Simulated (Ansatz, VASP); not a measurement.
## TaN in VASP and in Ansatz

```
Ta N
1.0
     5.21514    0.00000    0.00000
    -2.60757    4.51644    0.00000
     0.00000    0.00000    2.91168
Ta N
3 3
Cartesian
  0.0000 0.0000 0.0000
  0.0000 3.0110 1.4558
  2.6076 1.5055 1.4558
  2.6076 0.0000 0.0000
  1.3038 2.2582 0.0000
  -1.3038 2.2582 0.0000
```

Alike in both runs: functional PBE; dispersion D3(BJ); k mesh 12 × 12 × 12; occupations gaussian, width 0.1 eV; no spin polarisation.

Ansatz relaxed the structure, and its values are those at the end. VASP's run is a single point on that final structure, the one shown.

```csv
,VASP,Ansatz
version,VASP 6.6.1,Ansatz 0.2.0
potentials or method,"VASP PAW PBE potentials, release 64 (Ta_pv, N), cutoff 520 eV","scalar-relativistic, plane waves, PAW"
valence electrons in the cell,48,54
```

Ansatz gave:

* gap on the k mesh at the Fermi level (eV): none
* pressure (GPa): 0.0

Estimate VASP's values.

gap on the k mesh at the Fermi level (eV): none; pressure (GPa): 0.8.

A gap of «none» marks a metal or a gap that the smearing closes. VASP's potentials hold 48 valence electrons a cell and Ansatz's 54, so a difference there can come from the potentials and not from the codes.

Neither program's run includes spin-orbit coupling.
